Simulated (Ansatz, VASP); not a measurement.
# W: VASP beside Ansatz

File INCAR:

```
PREC = Accurate
ENCUT = 520
EDIFF = 1E-6
ISMEAR = -1
SIGMA = 0.1
LREAL = False
LASPH = True
NELM = 60
ALGO = Normal
ISIF = 2
LWAVE = False
LCHARG = False
GGA = PE
NBANDS = 13
```

File KPOINTS:

```
regular mesh
0
Gamma
  14 14 14
```

The input POSCAR:

```
W
1.0
    0.0000000000      2.0300000000      2.0300000000
    2.0300000000      0.0000000000      2.0300000000
    2.0300000000      2.0300000000      0.0000000000
W
1
Direct
    0.0000000000      0.0000000000      0.0000000000
```

Input for Ansatz:

```yaml
crystal:
  lattice:
    - [0.0, 2.03, 2.03]
    - [2.03, 0.0, 2.03]
    - [2.03, 2.03, 0.0]
  atoms:
    - { symbol: W, position: [0.0, 0.0, 0.0] }
kpoints:
  mp_grid:
    grid: [14, 14, 14]
hamiltonian:
  xc: pbe
  pseudopotentials:
    kind: paw
scf:
  occupations:
    method: fermi_dirac
output:
  forces: true
  stress: true
  eigenvalues: true
```

Alike in both runs: task single point; functional PBE; k mesh 14 × 14 × 14; no spin polarisation.

```csv
,VASP,Ansatz
version,VASP 6.6.1,Ansatz 0.2.0
potentials or method,"VASP PAW PBE potentials, release 64 (W_sv)","plane waves, PAW"
plane-wave cutoff (eV),520,420
occupations,"fermi-dirac, width 0.1 eV",fermi-dirac
valence electrons in the cell,14,14
```

```tsv
	VASP	Ansatz	Ansatz less VASP
gap on the k mesh at the Fermi level (eV)	none	none	-
pressure (GPa)	-4.0	-4.5	-0.43
```

A gap of «none» marks a metal or a gap that the smearing closes.

Neither program's run includes spin-orbit coupling.
